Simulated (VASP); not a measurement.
ZnS: single point with HSE06

The system is ZnS.

```
Zn S
1.0
     0.00000    2.76899    2.76899
     2.76899    0.00000    2.76899
     2.76899    2.76899    0.00000
Zn S
1 1
Cartesian
  1.3845 1.3845 1.3845
  0.0000 0.0000 0.0000
```

This cell differs from its parent crystal: strain +2.8%.

- Program: VASP 6.6.1
- Task: single point
- Functional: HSE06
- Potentials or basis: VASP PAW PBE potentials, release 64 (Zn, S)
- Cutoff: 520 eV
- k mesh: 6 × 6 × 6
- Occupations: gaussian, width 0.01 eV
- Spin: no spin polarisation

* Pressure: -4.0 GPa
* Band gap on the k mesh: 2.98 eV

Levels at points of the mesh, in eV from the valence-band top:
```csv
k point,band 5,band 6,band 7,band 8,band 9,band 10,band 11,band 12,band 13,band 14
"(0.00, 0.00, 0.00)",-7.27,-7.27,0.00,0.00,0.00,2.98,7.70,7.70,7.70,12.92
"(0.50, 0.00, 0.00)",-7.25,-7.06,-5.10,-0.81,-0.81,4.37,8.19,8.19,9.90,13.22
"(0.50, 0.50, 0.00)",-7.21,-7.03,-4.64,-2.08,-2.08,4.52,5.23,11.98,13.15,13.15
```

Wall time 69 min on 1 thread of Intel(R) Xeon(R) Platinum 8259CL CPU @ 2.50GHz (Skylake/Cascade Lake), on a shared host, peak memory 0.29 GiB.

Caveat: the cell differs from its parent crystal (strain +2.8%); the cell stands under tension; the PAW data sets were made with another functional, which shifts forces and pressure a little.
